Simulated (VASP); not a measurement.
# Ga4RuPt (P-43m) in VASP: a series of runs, part 2 of 2

VASP 6.6.1. The steps go on from the part before.

### Step 4. Single point, PBE

This run uses another cell than the first one, of 27.12 Å³/atom, 1.854 times its volume.

Input file INCAR:

```
PREC = Accurate
ENCUT = 520
EDIFF = 1E-6
ISMEAR = 0
SIGMA = 0.1
LREAL = F
LASPH = T
NELM = 80
ALGO = Fast
ISIF = 2
LWAVE = F
LCHARG = T
GGA = PE
LELF = T
LVHAR = T
NBANDS = 47
```

Input file KPOINTS:

```
Automatic mesh
0
Gamma
  8 8 8
```

Input file POSCAR:

```
Ga4RuPt
1.0
    5.4592230223      0.0000000000      0.0000000000
    0.0000000000      5.4592230223      0.0000000000
    0.0000000000      0.0000000000      5.4592230223
Ga Ru Pt
4 1 1
Direct
    0.2519931676      0.2519931676      0.7480068324
    0.2519931676      0.7480068324      0.2519931676
    0.7480068324      0.2519931676      0.2519931676
    0.7480068324      0.7480068324      0.7480068324
    0.5000000000      0.5000000000      0.5000000000
    0.0000000000      0.0000000000      0.0000000000
```

Potentials or basis: VASP PAW PBE potentials, release 64 (Ga_d, Ru_pv, Pt).

On the command line:

```
> cat potpaw_PBE.64/Ga_d/POTCAR potpaw_PBE.64/Ru_pv/POTCAR potpaw_PBE.64/Pt/POTCAR > POTCAR
> mpirun -np 1 vasp_std > vasp.out
```

OUTCAR:

```text
PREC = Accurate
   ENCUT = 520
   EDIFF = 1E-6
   ISMEAR = 0
   LREAL = F
   LASPH = T
   NELM = 80
   ISIF = 2
   GGA = PE

 ion  position               nearest neighbor table
   1  0.252  0.252  0.748-   5 2.35   6 2.38
   2  0.252  0.748  0.252-   5 2.35   6 2.38
   3  0.748  0.252  0.252-   5 2.35   6 2.38
   4  0.748  0.748  0.748-   5 2.35   6 2.38
   5  0.500  0.500  0.500-   1 2.35   2 2.35   3 2.35   4 2.35
   6  0.000  0.000  0.000-   1 2.38   2 2.38   3 2.38   4 2.38

  LATTYP: Found a simple cubic cell.
 ALAT       =     5.4592230223

  Lattice vectors:

 A1 = (   5.4592230223,   0.0000000000,   0.0000000000)
 A2 = (   0.0000000000,   5.4592230223,   0.0000000000)
 A3 = (   0.0000000000,   0.0000000000,   5.4592230223)

Analysis of symmetry for initial positions (statically):
=====================================================================
 Subroutine PRICEL returns:
 Original cell was already a primitive cell.

 Routine SETGRP: Setting up the symmetry group for a
 simple cubic supercell.

 Subroutine GETGRP returns: Found 24 space group operations
 (whereof 24 operations were pure point group operations)
[... 171 lines left out ...]

  energy without entropy =      -25.27868522  energy(sigma->0) =      -25.28792190

 E-fermi :   2.8952     XC(G=0):  -9.2069

 val. band max:        2.8887021373   @ k =   0.3750   0.3750   0.2500
 cond. band min:       2.9789519020   @ k =   0.3750   0.3750   0.0000
 fundamental gap:      0.0902497647
 Fermi energy:         2.8951717941

 k-point     1 :       0.0000    0.0000    0.0000
  band No.  band energies     occupation
      1     -38.6339      2.00000
      2     -38.6339      2.00000
      3     -38.6339      2.00000
      4     -11.6702      2.00000
      5     -11.6640      2.00000
      6     -11.6640      2.00000
[... 1189 lines left out ...]
     46       7.3882      0.00000
     47       7.5853      0.00000

 [... further k-points ...]
[... 5 lines left out ...]
  --------------------------------------------------------------------------------------
  -------------------------------------------------------------------------------------
  Total        0.1955252      0.1955252      0.1955252     -0.0000000      0.0000000     -0.0000000
  in kB        1.9253989      1.9253989      1.9253989     -0.0000000      0.0000000     -0.0000000
  external PRESSURE =       1.9253989 kB  Pullay stress =       0.0000000 kB

 VOLUME and BASIS-vectors are now :
 -----------------------------------------------------------------------------
  energy-cutoff  :      520.00
  volume of cell :      162.70
      direct lattice vectors                 reciprocal lattice vectors
     5.459223022  0.000000000  0.000000000     0.183176250  0.000000000  0.000000000
     0.000000000  5.459223022  0.000000000     0.000000000  0.183176250  0.000000000
     0.000000000  0.000000000  5.459223022     0.000000000  0.000000000  0.183176250

 POSITION                                       TOTAL-FORCE (eV/Angst)
 -----------------------------------------------------------------------------------
      1.37569      1.37569      4.08354        -0.016318     -0.016318      0.016318
      1.37569      4.08354      1.37569        -0.016318      0.016318     -0.016318
      4.08354      1.37569      1.37569         0.016318     -0.016318     -0.016318
      4.08354      4.08354      4.08354         0.016318      0.016318      0.016318
      2.72961      2.72961      2.72961        -0.000000     -0.000000      0.000000
      0.00000      0.00000      0.00000        -0.000000     -0.000000      0.000000
 -----------------------------------------------------------------------------------
    total drift:                                0.000000      0.000000      0.000000

  FREE ENERGIE OF THE ION-ELECTRON SYSTEM (eV)
  ---------------------------------------------------
  free  energy   TOTEN  =       -25.2971585775 eV

  energy  without entropy=      -25.2786852153  energy(sigma->0) =      -25.28792190
```

OSZICAR:

```text
N       E                     dE             d eps       ncg     rms          rms(c)
DAV:   1     0.821011361638E+03    0.82101E+03   -0.36460E+04  3621   0.249E+03
DAV:   2     0.894844750661E+02   -0.73153E+03   -0.70748E+03  3511   0.719E+02
DAV:   3    -0.202183120801E+02   -0.10970E+03   -0.10340E+03  3831   0.190E+02
[... 10 lines left out ...]
RMM:  14    -0.252971538006E+02   -0.14809E-04   -0.21819E-04  5557   0.529E-02    0.141E-02
RMM:  15    -0.252971579118E+02   -0.41112E-05   -0.53412E-05  4481   0.276E-02    0.141E-02
RMM:  16    -0.252971593952E+02   -0.14834E-05   -0.28287E-05  3972   0.176E-02    0.126E-02
RMM:  17    -0.252971603681E+02   -0.97286E-06   -0.11776E-05  3573   0.126E-02    0.214E-02
RMM:  18    -0.252971583197E+02    0.20484E-05   -0.75716E-06  3656   0.123E-02    0.856E-04
RMM:  19    -0.252971585775E+02   -0.25780E-06   -0.34143E-06  2858   0.736E-03
   1 F= -.25297159E+02 E0= -.25287922E+02  d E =-.184734E-01
```

stdout:

```text
POSCAR found type information on POSCAR GaRuPt
 POSCAR found :  3 types and       6 ions
 scaLAPACK will be used
 LDA part: xc-table for (Slater+PW92), standard interpolation
 POSCAR, INCAR and KPOINTS ok, starting setup
 FFT: planning ... GRIDC
 FFT: planning ... GRID_SOFT
 FFT: planning ... GRID
 WAVECAR not read
 entering main loop
```

Run time: 3.9 min. Hardware: 1 thread of Intel Xeon Platinum 8488C (Sapphire Rapids), shared host; peak memory 0.41 GiB.

Results:

* Free energy: -25.2972 eV
* Pressure: 0.2 GPa
* Largest force: 0.028 eV/Å
* Band gap on the k mesh: zero (band 38 reaches 3.08 eV, above the bottom of band 39 at 2.57 eV)

Forces in eV/Å, atoms in the order of the input:
```
Ga  -0.016 -0.016  0.016
Ga  -0.016  0.016 -0.016
Ga   0.016 -0.016 -0.016
Ga   0.016  0.016  0.016
Ru   0.000  0.000  0.000
Pt   0.000  0.000  0.000
```

Caveat: spin-orbit coupling is left out, which moves the levels of the heavy elements.
